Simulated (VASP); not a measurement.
Crystal: InSb.

```
In Sb
1.0
     0.00000    3.36150    3.36150
     3.36150    0.00000    3.36150
     3.36150    3.36150    0.00000
In Sb
1 1
Direct
  0.00000 0.00000 0.00000
  0.25000 0.25000 0.25000
```

This cell differs from its parent crystal: strain +2.5%.

Base run:

```yaml
Program: VASP 6.6.1
Functional: PBE
Potentials_or_basis: VASP PAW PBE potentials, release 64 (In_d, Sb)
Cutoff: 520 eV
k_mesh: 6 × 6 × 6
Occupations: fermi-dirac, width 0.02 eV
Spin: no spin polarisation
```

Its results: band gap on the k mesh zero (filled and empty bands touch); pressure -1.3 GPa.

Q: The run is repeated on the same cell with these changes: functional from PBE to r2SCAN; further incar settings from ALGO = Normal; EDIFF = 1e-06; NBANDS = 16 to ALGO = Normal; EDIFF = 1e-07; NBANDS = 16. What comes out?

A: Band gap on the k mesh zero (filled and empty bands touch); pressure -2.7 GPa.

Caveats: semilocal functionals underestimate gaps, and a narrow one can read as zero; spin-orbit coupling is left out, which moves the levels of the heavy elements; the PAW data sets were made with another functional, which shifts forces and pressure a little (at least some runs).
